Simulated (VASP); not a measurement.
A run of VASP 6.6.1:

Contents of POSCAR:

```
ZnS
1.0
    3.8067217484      0.0000000000      0.0000000000
   -1.9033608742      3.2967177392      0.0000000000
    0.0000000000      0.0000000000      6.2769638277
Zn S
2 2
Direct
    0.3333333333      0.6666666667      0.0053880718
    0.6666666667      0.3333333333      0.5053880718
    0.3333333333      0.6666666667      0.3796119282
    0.6666666667      0.3333333333      0.8796119282
```

INCAR.step1

```
  PREC = Accurate
  ENCUT = 520
  ISMEAR = 0
  SIGMA = 0.05
  LREAL = False
  LASPH = True
  NELM = 80
  NBANDS = 26
  GGA = PE
  ALGO = Normal
  EDIFF = 1E-4
  LWAVE = True
  LCHARG = False
```

The input INCAR.step2:

```
  PREC = Accurate
  ENCUT = 520
  EDIFF = 1E-7
  ISMEAR = 0
  SIGMA = 0.05
  LREAL = False
  LASPH = True
  NELM = 80
  ALGO = Normal
  ISIF = 2
  LWAVE = False
  LCHARG = True
  METAGGA = R2SCAN
  LMIXTAU = True
  LELF = True
  LVHAR = True
  NBANDS = 26
  ISTART = 1
```

File KPOINTS:

```
Automatic mesh
0
Gamma
  6 6 4
```

Potentials or basis: VASP PAW PBE potentials, release 64 (Zn, S).

Command:

```sh
$ cat potpaw_PBE.64/Zn/POTCAR potpaw_PBE.64/S/POTCAR > POTCAR
$ cp INCAR.step1 INCAR
$ mpirun -np 1 vasp_std > vasp.out
$ cp INCAR.step2 INCAR
$ mpirun -np 1 vasp_std > vasp.out
```

Hardware: 1 thread of AMD EPYC 7R43 64-Core Processor (Zen 3), on a shared host.

Estimate the wall time of this run.

Run time: 4 min on 1 thread of AMD EPYC 7R43 64-Core Processor (Zen 3) (shared host), peak memory 0.17 GiB. Counts: k points 21.
